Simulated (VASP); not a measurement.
Set up this calculation in VASP 6.6.1, as the native input.

| Quantity | Value |
| --- | --- |
| Task | single point |
| Functional | PBEsol |
| Potentials or basis | VASP PAW PBE potentials, release 64 (Hf_pv, C) |
| Cutoff | 600 eV |
| k mesh | 24 × 24 × 24 |
| Occupations | gaussian, width 0.1 eV |
| Spin | no spin polarisation |
| Dipole correction | no |
| Further INCAR settings | ALGO = Normal; EDIFF = 1e-06; NBANDS = 14 |

The structure of HfC lies in POSCAR:

```
HfC
1.0
    0.0000000000      2.3035754734      2.3035754734
    2.3035754734      0.0000000000      2.3035754734
    2.3035754734      2.3035754734      0.0000000000
Hf C
1 1
Direct
    0.0000000000      0.0000000000      0.0000000000
    0.5000000000      0.5000000000      0.5000000000
```

One way to write it, as run:

INCAR

```
ALGO = Normal ; EDIFF = 1E-6
ENCUT = 600 ; GGA = PS
GGA_COMPAT = F ; ISIF = 2
ISMEAR = 0 ; LASPH = T
LCHARG = T ; LELF = T
LREAL = F ; LVHAR = T
LWAVE = F ; NBANDS = 14
NELM = 120 ; PREC = Accurate
SIGMA = 0.1
```

KPOINTS

```
k-points
0
Gamma
  24 24 24
```

Potentials or basis: VASP PAW PBE potentials, release 64 (Hf_pv, C).

Launch:

```bash
$ cat potpaw_PBE.64/Hf_pv/POTCAR potpaw_PBE.64/C/POTCAR > POTCAR
$ mpirun -np 1 vasp_std > vasp.out
```

It gave:

- Pressure: -0.4 GPa
- Band gap on the k mesh: zero (bands 7 and 8 overlap by 1.46 eV)

Caveat: the PAW data sets were made with another functional, which shifts forces and pressure a little; spin-orbit coupling is left out, which moves the levels of the heavy elements.

It took 2.2 min on 1 thread of Intel(R) Xeon(R) Platinum 8375C CPU @ 2.90GHz (Ice Lake) (shared host), peak memory 0.31 GiB.
